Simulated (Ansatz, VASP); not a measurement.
## One calculation of KI, two programs

```xyz
2
Lattice="0.0000 3.5328 3.5328 3.5328 0.0000 3.5328 3.5328 3.5328 0.0000" Properties=species:S:1:pos:R:3 pbc="T T T"
K     0.0000    0.0000    0.0000
I     3.5328    3.5328    3.5328
```

Alike in both runs: task single point; functional RPBE; k mesh 4 × 4 × 4; no spin polarisation.

```csv
,VASP,Ansatz
version,VASP 6.6.1,Ansatz 0.2.0
potentials or method,"VASP PAW PBE potentials, release 64 (K_sv, I)","plane waves, PAW"
plane-wave cutoff (eV),520,420
occupations,"gaussian, width 0.01 eV",fixed
valence electrons in the cell,16,26
```

VASP gave:

| Item | Value |
| --- | --- |
| pressure (GPa) | 1.8 |

What did Ansatz give for the same quantities?

Pressure (GPa): 1.7.

VASP's potentials were made for PBE, not for RPBE. VASP's potentials hold 16 valence electrons a cell and Ansatz's 26, so a difference there can come from the potentials and not from the codes.

Spin-orbit coupling is off throughout.
